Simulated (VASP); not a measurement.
# Mg2Sb2Pb (Immm) in VASP: single point with PBE

Aim: the single point of Mg2Sb2Pb with PBE.

Program: VASP 6.6.1. These are calculated values, not measurements. Logs are shortened: lines on timing, memory, paths and dates and some standing lists are left out, and cuts for length are marked.

### 1 The cell of the first run

Symmetry: Immm, No. 71, orthorhombic system. The conventional cell has a = 4.342 Å, b = 6.951 Å, c = 8.951 Å, α = 90.00°, β = 90.00°, γ = 90.00°. Pb (site symmetry mmm) has 4 Sb at 3.00 Å and 8 Mg at 3.31 to 4.00 Å within 4.0 Å. Mg (site symmetry mm2) has 6 Sb at 3.25 Å and 4 Pb at 3.31 to 4.00 Å and 7 Mg at 3.94 to 4.34 Å within 4.4 Å. Within 3.7 Å of Sb (site symmetry m2m) lie 1 Sb at 2.80 Å and 2 Pb at 3.00 Å and 6 Mg at 3.25 Å.

### 2 Single point, PBE

Input file POSCAR:

```
Mg2Sb2Pb
1.0
   -2.1710990000      3.4754050000      4.4754680000
    4.3421990000      0.0000000000      0.0000000000
    2.1710990000      3.4754050000     -4.4754680000
Pb Mg Sb
1 2 2
Direct
    0.0000000000      0.0000000000      0.0000000000
    0.7202100000      0.2202100000      0.2797900000
    0.2797900000      0.7797900000      0.7202100000
    0.7016000000      0.5000000000      0.7016000000
    0.2984000000      0.5000000000      0.2984000000
```

Input file INCAR.step1:

```
  PREC = Accurate
  ENCUT = 520
  EDIFF = 1E-6
  ISMEAR = -1
  SIGMA = 0.1
  LREAL = False
  LASPH = True
  NELM = 100
  ALGO = Normal
  ISIF = 2
  LWAVE = False
  LCHARG = True
  GGA = PE
  NBANDS = 22
```

Input file KPOINTS.step1:

```
Automatic mesh
0
Gamma
  8 8 8
```

Input file INCAR.step2:

```
  PREC = Accurate
  ENCUT = 520
  EDIFF = 1E-6
  ISMEAR = -5
  SIGMA = 0.1
  LREAL = False
  LASPH = True
  NELM = 100
  ALGO = Normal
  ISIF = 2
  LWAVE = False
  LCHARG = False
  GGA = PE
  LORBIT = 11
  NBANDS = 22
  NEDOS = 1001
  ICHARG = 11
```

Input file KPOINTS.step2:

```
Automatic mesh
0
Gamma
  12 12 12
```

Potentials or basis: VASP PAW PBE potentials, release 64 (Pb_d, Mg, Sb).

Started as:

```sh
$ cat potpaw_PBE.64/Pb_d/POTCAR potpaw_PBE.64/Mg/POTCAR potpaw_PBE.64/Sb/POTCAR > POTCAR
$ cp INCAR.step1 INCAR
$ cp KPOINTS.step1 KPOINTS
$ mpirun -np 1 vasp_std > vasp.out
$ cp INCAR.step2 INCAR
$ cp KPOINTS.step2 KPOINTS
$ mpirun -np 1 vasp_std > vasp.out
```

OUTCAR:

```text
PREC = Accurate
   ENCUT = 520
   EDIFF = 1E-6
   ISMEAR = -5
   LREAL = False
   LASPH = True
   NELM = 100
   ISIF = 2
   GGA = PE
   LORBIT = 11
   ICHARG = 11

 ion  position               nearest neighbor table
   1  0.000  0.000  0.000-   4 3.00   5 3.00   4 3.00   5 3.00   2 3.31   3 3.31   3 3.31   2 3.31

   2  0.720  0.220  0.280-   4 3.25   5 3.25   4 3.25   5 3.25   5 3.25   4 3.25   1 3.31   1 3.31

   3  0.280  0.780  0.720-   4 3.25   5 3.25   4 3.25   5 3.25   5 3.25   4 3.25   1 3.31   1 3.31

   4  0.702  0.500  0.702-   5 2.80   1 3.00   1 3.00   2 3.25   3 3.25   2 3.25   3 3.25   3 3.25
                             2 3.25
   5  0.298  0.500  0.298-   4 2.80   1 3.00   1 3.00   2 3.25   3 3.25   2 3.25   3 3.25   3 3.25
                             2 3.25

  LATTYP: Found a body centered orthorhombic cell.
 ALAT       =     4.3421990000
 B/A-ratio  =     1.6007580491
 C/A-ratio  =     2.0613831840

  Lattice vectors:

 A1 = (  -2.1710990000,   3.4754050000,   4.4754680000)
 A2 = (   2.1711000000,  -3.4754050000,   4.4754680000)
 A3 = (   2.1710990000,   3.4754050000,  -4.4754680000)

Analysis of symmetry for initial positions (statically):
=====================================================================
 Subroutine PRICEL returns:
 Original cell was already a primitive cell.

 Routine SETGRP: Setting up the symmetry group for a
 body centered orthorhombic supercell.

 Subroutine GETGRP returns: Found  8 space group operations
 (whereof  8 operations were pure point group operations)
 out of a pool of  8 trial point group operations.

The static configuration has the point symmetry D_2h.

Analysis of symmetry for dynamics (positions and initial velocities):
=====================================================================
 Subroutine PRICEL returns:
 Original cell was already a primitive cell.

 Routine SETGRP: Setting up the symmetry group for a
 body centered orthorhombic supercell.

 Subroutine GETGRP returns: Found  8 space group operations
 (whereof  8 operations were pure point group operations)
 out of a pool of  8 trial point group operations.

The dynamic configuration has the point symmetry D_2h.

 Subroutine INISYM returns: Found  8 space group operations
 (whereof  8 operations are pure point group operations),
 and found     1 'primitive' translations

----------------------------------------------------------------------------------------

                                     Primitive cell

  volume of cell :     135.0777

  direct lattice vectors                    reciprocal lattice vectors
    -2.171099000  3.475405000  4.475468000     0.000000000  0.143868125  0.111720160
     4.342199000  0.000000000  0.000000000     0.230298059  0.000000000  0.111720134
     2.171099000  3.475405000 -4.475468000     0.000000000  0.143868125 -0.111720160

  length of vectors
     6.068107168  4.342199000  6.068107168     0.182152220  0.255965982  0.182152220

  position of ions in fractional coordinates (direct lattice)
     0.000000000  0.000000000  0.000000000
     0.720210000  0.220210000  0.279790000
     0.279790000  0.779790000  0.720210000
     0.701600000  0.500000000  0.701600000
     0.298400000  0.500000000  0.298400000

  ion indices of the primitive-cell ions
   primitive index   ion index
                 1           1
                 2           2
                 3           3
                 4           4
                 5           5

----------------------------------------------------------------------------------------

 KPOINTS: Automatic mesh

Automatic generation of k-mesh.
 Grid dimensions read from file:
 generate k-points for:   12   12   12

 Generating k-lattice:

  Cartesian coordinates                     Fractional coordinates (reciprocal lattice)
     0.000000000  0.011989010  0.009310013     0.083333333  0.000000000  0.000000000
     0.019191505  0.000000000  0.009310011     0.000000000  0.083333333  0.000000000
     0.000000000  0.011989010 -0.009310013     0.000000000  0.000000000  0.083333333

  Length of vectors
     0.015179352  0.021330499  0.015179352

  Shift w.r.t. Gamma in fractional coordinates (k-lattice)
     0.000000000  0.000000000  0.000000000

 TETIRR: Found   1364 inequivalent tetrahedra from    10368

 Subroutine IBZKPT returns following result:
 ===========================================

 Found    280 irreducible k-points:

 Following reciprocal coordinates:
            Coordinates               Weight
  0.000000  0.000000  0.000000      1.000000
  0.083333  0.000000 -0.000000      4.000000
  0.166667  0.000000  0.000000      4.000000
  0.250000  0.000000  0.000000      4.000000
  0.333333  0.000000 -0.000000      4.000000
  0.416667  0.000000  0.000000      4.000000
[... 16 lines left out ...]
  0.250000  0.166667  0.000000      8.000000
  0.333333  0.166667 -0.000000      8.000000
 [... further k-points ...]
   k-points           NKPTS =    280   k-points in BZ     NKDIM =    280   number of bands    NBANDS=     22
   number of dos      NEDOS =   1001   number of ions     NIONS =      5
   total plane-waves  NPLWV =  73728
   dimension x,y,z NGX =    48 NGY =   32 NGZ =   48
   dimension x,y,z NGXF=    96 NGYF=   64 NGZF=   96
   ions per type =               1   2   2
   NGX,Y,Z   is equivalent  to a cutoff of  13.15, 12.25, 13.15 a.u.
   NGXF,Y,Z  is equivalent  to a cutoff of  26.30, 24.50, 26.30 a.u.
 SYSTEM =  unknown system
   PREC   = accura    normal or accurate (medium, high low for compatibility)
   ISTART =      0    job   : 0-new  1-cont  2-samecut
   ICHARG =     11    charge: 1-file 2-atom 10-const
   ISPIN  =      1    spin polarized calculation?
   LNONCOLLINEAR =      F non collinear calculations
   LSORBIT =      F    spin-orbit coupling
   LASPH  =      T    aspherical Exc in radial PAW
   ENCUT  =  520.0 eV  38.22 Ry    6.18 a.u.  11.28  8.07 11.28*2*pi/ulx,y,z
   NELM   =    100;   NELMIN=  2; NELMDL=  0     # of ELM steps
   EDIFF  = 0.1E-05   stopping-criterion for ELM
   LREAL  =      F    real-space projection
   EDIFFG = 0.1E-04   stopping-criterion for IOM
   NSW    =      0    number of steps for IOM
   IBRION =     -1    ionic relax: 0-MD 1-quasi-New 2-CG
   NFREE  =      0    steps in history (QN), initial steepest desc. (CG)
   ISIF   =      2    stress and relaxation
   ISYM   =      2    0-nonsym 1-usesym 2-fastsym
   POTIM  = 0.5000    time-step for ionic-motion
   TEBEG  =    0.0;   TEEND  =   0.0 temperature during run
   PSTRESS=    0.0 pullay stress
   NELECT =      28.0000    total number of electrons
   NUPDOWN=      -1.0000    fix difference up-down
   EMIN   =  10.00;   EMAX   =-10.00  energy-range for DOS
   EFERMI =   0.00;   METHOD = LEGACY
   ISMEAR =    -5;   SIGMA  =   0.10  broadening in eV -4-tet -1-fermi 0-gaus
   EFERMI_NEDOS =   21; number of points for ismear=-14 and -15
   IALGO  =     38    algorithm
   IMIX   =      4    mixing-type and parameters
     AMIX     =   0.40;   BMIX     =  1.00
     AMIX_MAG =   1.60;   BMIX_MAG =  1.00
  volume/ion in A,a.u.               =      27.02       182.31
  Fermi-wavevector in a.u.,A,eV,Ry     =   0.968872  1.830902 12.771959  0.938713
  Thomas-Fermi vector in A             =   2.098877
   LORBIT       =     11    0 simple, 1 ext, 2 COOP (PROOUT), +10 PAW based schemes
   GGA     = PE    functional components
   LHFCALC =     F    Hartree Fock is set to
   AEXX    =    0.0000 exact exchange contribution
   IVDW    =     0    specifies the selected vdW correction
   LEPSILON=     F    determine dielectric tensor
   LRPA    =     F    only Hartree local field effects (RPA)
 non-spin polarized calculation
 Fermi weights with tetrahedron method with Bloechl corrections
  energy-cutoff  :      520.00
  volume of cell :      135.08
 maximum number of plane-waves:      3656
 NGX is ok and might be reduce to    48

 number of electron      27.9999999 magnetization

 Free energy of the ion-electron system (eV)
  ---------------------------------------------------
  ext. energy  EPLUGINS =         0.00000000
  ---------------------------------------------------
  free energy    TOTEN  =       -14.41719480 eV

  energy without entropy =      -14.41719480  energy(sigma->0) =      -14.41719480

 E-fermi :   5.9827     XC(G=0):  -9.3429

 val. band max:        6.1000402076   @ k =   0.0000   0.0000   0.0000
 cond. band min:       5.8590681417   @ k =  -0.3333  -0.0833   0.3333
 fundamental gap:     -0.2409720659
 Fermi energy:         5.9827341779

 k-point     1 :       0.0000    0.0000    0.0000
  band No.  band energies     occupation
      1     -11.1780      2.00000
      2     -11.1344      2.00000
      3     -11.0670      2.00000
      4     -11.0535      2.00000
      5     -11.0330      2.00000
      6      -5.9948      2.00000
[... 14 lines left out ...]
     21       8.7527      0.00000
     22      10.6683      0.00000

 k-point     2 :       0.0833    0.0000   -0.0000
  band No.  band energies     occupation
      1     -11.1780      2.00000
      2     -11.1344      2.00000
      3     -11.0670      2.00000
      4     -11.0535      2.00000
      5     -11.0329      2.00000
      6      -5.9672      2.00000
[... 14 lines left out ...]
     21       8.8030      0.00000
     22      10.9298      0.00000

 k-point     3 :       0.1667    0.0000    0.0000
  band No.  band energies     occupation
      1     -11.1780      2.00000
      2     -11.1344      2.00000
      3     -11.0670      2.00000
      4     -11.0534      2.00000
      5     -11.0328      2.00000
      6      -5.8846      2.00000
[... 14 lines left out ...]
     21       9.1750      0.00000
     22      11.5619      0.00000
[... 476 lines left out ...]
 k-point    23 :       0.2500    0.1667    0.0000
  band No.  band energies     occupation
      1     -11.1916      2.00000
      2     -11.1218      2.00000
      3     -11.0631      2.00000
      4     -11.0576      2.00000
      5     -11.0314      2.00000
      6      -5.4799      2.00000
[... 14 lines left out ...]
     21      10.7281      0.00000
     22      11.2492      0.00000

 k-point    24 :       0.3333    0.1667   -0.0000
  band No.  band energies     occupation
      1     -11.1918      2.00000
      2     -11.1218      2.00000
      3     -11.0631      2.00000
      4     -11.0575      2.00000
      5     -11.0313      2.00000
      6      -5.2796      2.00000
[... 14 lines left out ...]
     21      10.1760      0.00000
     22      10.5407      0.00000

 [... further k-points ...]
[... 5 lines left out ...]
  --------------------------------------------------------------------------------------
  -------------------------------------------------------------------------------------
  Total        3.8398445      7.6709091     -1.9115645     -0.0000000      0.0000000     -0.0000002
  in kB       45.5449910     90.9858430    -22.6733635     -0.0000000      0.0000000     -0.0000025
  external PRESSURE =      37.9524902 kB  Pullay stress =       0.0000000 kB

 VOLUME and BASIS-vectors are now :
 -----------------------------------------------------------------------------
  energy-cutoff  :      520.00
  volume of cell :      135.08
      direct lattice vectors                 reciprocal lattice vectors
    -2.171099000  3.475405000  4.475468000     0.000000000  0.143868125  0.111720160
     4.342199000  0.000000000  0.000000000     0.230298059  0.000000000  0.111720134
     2.171099000  3.475405000 -4.475468000     0.000000000  0.143868125 -0.111720160

 POSITION                                       TOTAL-FORCE (eV/Angst)
 -----------------------------------------------------------------------------------
      0.00000      0.00000      0.00000        -0.000000      0.000000      0.000000
      0.00000      3.47540      1.97109        -0.000000      0.000000     -0.106779
      4.34220      3.47540     -1.97109         0.000000      0.000000      0.106779
      2.17110      4.87669      0.00000         0.000000      0.129047      0.000000
      2.17110      2.07412      0.00000         0.000000     -0.129047      0.000000
 -----------------------------------------------------------------------------------
    total drift:                                0.000000      0.000000     -0.000000

  FREE ENERGIE OF THE ION-ELECTRON SYSTEM (eV)
  ---------------------------------------------------
  free  energy   TOTEN  =       -14.4171947998 eV

  energy  without entropy=      -14.4171947998  energy(sigma->0) =      -14.41719480

 total charge

# of ion       s       p       d       tot
------------------------------------------
    1        1.381   0.859   9.828  12.068
    2        0.188   0.084   0.015   0.288
    3        0.188   0.084   0.015   0.288
    4        1.192   1.239   0.038   2.469
    5        1.192   1.239   0.038   2.469
--------------------------------------------------
tot          4.141   3.507   9.934  17.582
```

Wall time 6.2 min (1 thread of Intel Xeon 6975P-C (Granite Rapids), shared host); peak memory 0.93 GiB.

What came out:

```
Valence electrons inside the program's atomic spheres : Pb 12.07; Mg 0.29; Sb 2.47
```

Caveat: spin-orbit coupling is left out, which moves the levels of the heavy elements.
